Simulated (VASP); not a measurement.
LiH:

```xyz
4
Lattice="3.2454 0.0000 0.0000 -1.6227 2.8196 0.0000 0.0000 0.0000 4.0684" Properties=species:S:1:pos:R:3 pbc="T T T"
Li    0.0000    1.8802   -0.2543
Li    1.6227    0.9394    1.7799
H     0.0000    1.8815    1.7799
H     1.6227    0.9381    3.8142
```

This cell differs from its parent crystal: uniaxial x strain -0.3%.

Program: VASP 6.6.1. Alike in all runs: task single point; potentials or basis VASP PAW PBE potentials, release 64 (Li_sv, H); no spin polarisation; cell as given; cutoff (eV) 520. Hardware: 1 thread of AMD EPYC 9755 128-Core Processor, on a shared host.

Q: Order these runs on this cell by their wall time, lowest first.
A. level r2SCAN; k mesh 12 × 12 × 6; smearing gaussian 0.01 eV
B. level HSE06; k mesh 6 × 6 × 4; smearing gaussian 0.01 eV; grid for exact exchange (PRECFOCK) Normal; screening parameter 0.2079 1/Å
C. level PBE; k mesh 12 × 12 × 6; smearing fermi-dirac 0.02 eV

A: C (68 s), A (330 s), B (1300 s).
